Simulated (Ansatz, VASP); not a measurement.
# One calculation of Tl, two programs

The input POSCAR:

```
Tl
1.0
   -1.9895250000      1.9895250000      1.9410000000
    1.9895250000     -1.9895250000      1.9410000000
    1.9895250000      1.9895250000     -1.9410000000
Tl
1
Direct
    0.0000000000      0.0000000000      0.0000000000
```

File INCAR.step1:

```
SYSTEM = Tl
PREC = Accurate
ENCUT = 520
ISMEAR = 0
SIGMA = 0.15
LREAL = .FALSE.
LASPH = .TRUE.
NELM = 100
NBANDS = 12
GGA = PE
ALGO = Normal
EDIFF = 1E-4
LWAVE = .TRUE.
LCHARG = .FALSE.
```

File INCAR.step2:

```
SYSTEM = Tl
PREC = Accurate
ENCUT = 520
EDIFF = 1E-6
ISMEAR = 0
SIGMA = 0.15
LREAL = .FALSE.
LASPH = .TRUE.
NELM = 100
ALGO = Normal
ISIF = 2
LWAVE = .FALSE.
LCHARG = .FALSE.
METAGGA = R2SCAN
LMIXTAU = .TRUE.
NBANDS = 12
ISTART = 1
```

File KPOINTS:

```
Automatic mesh
0
G
  18 18 18
  0 0 0
```

Input for Ansatz:

```yaml
crystal:
  lattice:
    - [-1.989525, 1.989525, 1.941]
    - [1.989525, -1.989525, 1.941]
    - [1.989525, 1.989525, -1.941]
  atoms:
    - { symbol: Tl, position: [0.0, 0.0, 0.0] }
basis:
  ecutwfc: 500
kpoints:
  mp_grid: { grid: [18, 18, 18] }
hamiltonian:
  xc: r2scan
scf:
  occupations: { method: gaussian, width: 0.15 }
output:
  forces: true
  stress: true
  eigenvalues: true
```

Change from the starting cell: strain +0.0250 x Voigt [1, 1, 0, 0, 0, 0], atoms carried along.

Alike in both runs: task single point; functional r2SCAN; k mesh 18 × 18 × 18; occupations gaussian, width 0.15 eV; no spin polarisation.

|  | VASP | Ansatz |
| --- | --- | --- |
| version | VASP 6.6.1 | Ansatz 0.2.0 |
| potentials or method | VASP PAW PBE potentials, release 64 (Tl_d), cutoff 520 eV | scalar-relativistic, plane waves, PAW |
| valence electrons in the cell | 13 | 13 |

|  | VASP | Ansatz | Ansatz less VASP |
| --- | --- | --- | --- |
| gap on the k mesh at the Fermi level (eV) | none | none | - |
| pressure (GPa) | -0.7 | -0.7 | +0.04 |
| traceless stress, the component that is largest in VASP (GPa) | 0.09 | 0.09 | +0.001 |

VASP's potentials were made for PBE, not for r2SCAN. A gap of «none» marks a metal or a gap that the smearing closes.

Spin-orbit coupling is off throughout.
